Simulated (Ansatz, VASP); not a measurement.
## Ir in VASP and in Ansatz

```xyz
2
Lattice="0.0000 -1.9352 -1.9352 0.0000 1.9352 -1.9352 3.8704 0.0000 0.0000" Properties=species:S:1:pos:R:3 pbc="T T T"
Ir    1.8202   -0.1030   -1.9352
Ir    0.1150    0.1030    0.0000
```

Change from the starting cell: mode 4 frozen in at -0.103 Å and mode 6 at -0.115 Å (largest displacements).

Alike in both runs: task single point; functional PBE; k mesh 16 × 16 × 12; occupations gaussian, width 0.15 eV; no spin polarisation.

|  | VASP | Ansatz |
| --- | --- | --- |
| version | VASP 6.6.1 | Ansatz 0.2.0 |
| potentials or method | VASP PAW PBE potentials, release 64 (Ir), cutoff 520 eV | scalar-relativistic, plane waves, PAW |
| valence electrons in the cell | 18 | 34 |

|  | VASP | Ansatz | Ansatz less VASP |
| --- | --- | --- | --- |
| gap on the k mesh at the Fermi level (eV) | none | none | - |
| pressure (GPa) | 14.2 | 13.9 | -0.39 |
| traceless stress, the component that is largest in VASP (GPa) | 14.93 | 14.94 | +0.006 |
| rms of the force components (eV/Å) | 2.311 | 2.288 | -0.0231 |

Atom by atom the forces differ by 0.024 eV/Å (rms over components). A gap of «none» marks a metal or a gap that the smearing closes. VASP's potentials hold 18 valence electrons a cell and Ansatz's 34, so a difference there can come from the potentials and not from the codes.

Neither program's run includes spin-orbit coupling.
